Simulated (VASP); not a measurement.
Runs of VASP 6.6.1 on HfSiF. The structure is that of space group P6_3mc (No. 186), or close to it. The cells are those of the table. 

| task | cell | k mesh | cutoff (eV) | gap on the mesh (eV) | pressure (GPa) | relaxed volume (Å³/atom) | largest force (eV/Å) |
| --- | --- | --- | --- | --- | --- | --- | --- |
| single point | a = 3.711, b = 3.711, c = 8.192 Å, angles 90.0, 90.0, 120.0°, 6 atoms | 6 × 6 × 4 | 520 | none | -1.0 | - | 0.10 |
| single point | a = 3.735, b = 3.735, c = 8.084 Å, angles 90.0, 90.0, 120.0°, 6 atoms | 12 × 12 × 6 | 520 | none | -1.4 | - | (b) |
| relaxation of cell and atoms | relaxed from a = 3.959, b = 3.959, c = 6.487 Å, angles 90.0, 90.0, 120.0°, 6 atoms | 6 × 6 × 4 | 600 | none | 0.1 | (a) | 0.03 |
| relaxation of cell and atoms | relaxed from a = 3.711, b = 3.711, c = 8.192 Å, angles 90.0, 90.0, 120.0°, 6 atoms | 12 × 12 × 6 | 600 | none | 0.0 | 16.16 | 0.01 |

Alike in all rows: level PBE; potentials or basis VASP PAW PBE potentials, release 64 (Hf_pv, Si, F); no spin polarisation; smearing gaussian 0.1 eV.

Fill in the values left out.

(a) 16.03; (b) 0.08.

Caveats: spin-orbit coupling is left out, which moves the levels of the heavy elements.

A k mesh can miss the band edges, and the runs leave out spin-orbit coupling on Hf.

A gap of «none» marks levels without a gap at the run's occupations.
